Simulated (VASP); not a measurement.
**Zn: single point with PBEsol+D3(BJ)**

Crystal: Zn.

```xyz
1
Lattice="-1.5690 1.5690 1.5690 1.5690 -1.5690 1.5690 1.5690 1.5690 -1.5690" Properties=species:S:1:pos:R:3 pbc="T T T"
Zn    0.0000    0.0000    0.0000
```

- Program: VASP 6.6.1
- Task: single point
- Functional: PBEsol
- Dispersion: D3(BJ)
- Potentials or basis: VASP PAW PBE potentials, release 64 (Zn)
- Cutoff: 520 eV
- k mesh: 6 × 6 × 6
- Occupations: fermi-dirac, width 0.3 eV
- Spin: no spin polarisation

| Quantity | Value |
| --- | --- |
| Pressure | -7.9 GPa |
| Band gap on the k mesh | zero (band 6 reaches 7.08 eV, above the bottom of band 7 at 1.92 eV) |
| Dispersion energy per atom | -0.353 eV |

Levels at points of the mesh, in eV from the Fermi level:
```csv
k point,band 4,band 5,band 6,band 7,band 8,band 9
"(0.00, 0.00, 0.00)",-7.84,-7.34,-7.34,18.80,18.80,18.80
"(0.50, 0.00, 0.00)",-7.31,-7.01,-2.79,-1.13,11.11,12.52
"(0.50, 0.50, 0.50)",-7.09,-7.09,4.03,4.03,4.03,7.30
```

Run time: 2.8 s on 1 thread of Intel Xeon 6975P-C, with other jobs on the host, peak memory 0.13 GiB.

Caveat: the k points lie up to 0.47 Å⁻¹ apart; the PAW data sets were made with another functional, which shifts forces and pressure a little; pairwise dispersion overbinds metals, which lowers pressure and volume.
